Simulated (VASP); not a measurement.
Set up this calculation in VASP 6.6.1, as the native input.

```
Task                   : single point
Functional             : revPBE
Dispersion             : D4
Potentials or basis    : VASP PAW PBE potentials, release 64 (Mg, C)
Cutoff                 : 520 eV
k mesh                 : 7 × 7 × 6
Occupations            : gaussian, width 0.01 eV
Spin                   : no spin polarisation
Dipole correction      : no
Further INCAR settings : ALGO = Normal; EDIFF = 1e-06; NBANDS = 19
```

The structure of MgC2 lies in POSCAR:

```
MgC2
1.0
    3.9769418486      0.0000000000      0.0000000000
    0.0000000000      3.9769418486      0.0000000000
    0.0000000000      0.0000000000      5.0201170420
Mg C
2 4
Direct
    0.0000000000      0.0000000000      0.5000000000
    0.5000000000      0.5000000000      0.0000000000
    0.3876550000      0.6123450000      0.5000000000
    0.6123450000      0.3876550000      0.5000000000
    0.8876550000      0.8876550000      0.0000000000
    0.1123450000      0.1123450000      0.0000000000
```

These files were run (other wordings do the same):

INCAR

```
PREC = Accurate ; ENCUT = 520
EDIFF = 1E-6 ; ISMEAR = 0
SIGMA = 0.01 ; LREAL = F
LASPH = T ; NELM = 60
ALGO = Normal ; ISIF = 2
LWAVE = F ; LCHARG = T
GGA = RE ; IVDW = 13
LELF = T ; LVHAR = T
NBANDS = 19
```

KPOINTS

```
Automatic mesh
0
Gamma
  7 7 6
```

Potentials or basis: VASP PAW PBE potentials, release 64 (Mg, C).

Launch:

```bash
$ cat potpaw_PBE.64/Mg/POTCAR potpaw_PBE.64/C/POTCAR > POTCAR
$ mpirun -np 1 vasp_std > vasp.out
```

It gave:

```
Pressure                   : -4.2 GPa
Largest force              : 0.233 eV/Å
Band gap on the k mesh     : 2.65 eV, indirect (least direct gap 3.00 eV)
Dispersion energy per atom : -0.362 eV
```

Caveat: the PAW data sets were made with another functional, which shifts forces and pressure a little.

Run time: 36 s on 1 thread of Intel(R) Xeon(R) Platinum 8488C (Sapphire Rapids), on a shared host, peak memory 0.21 GiB.
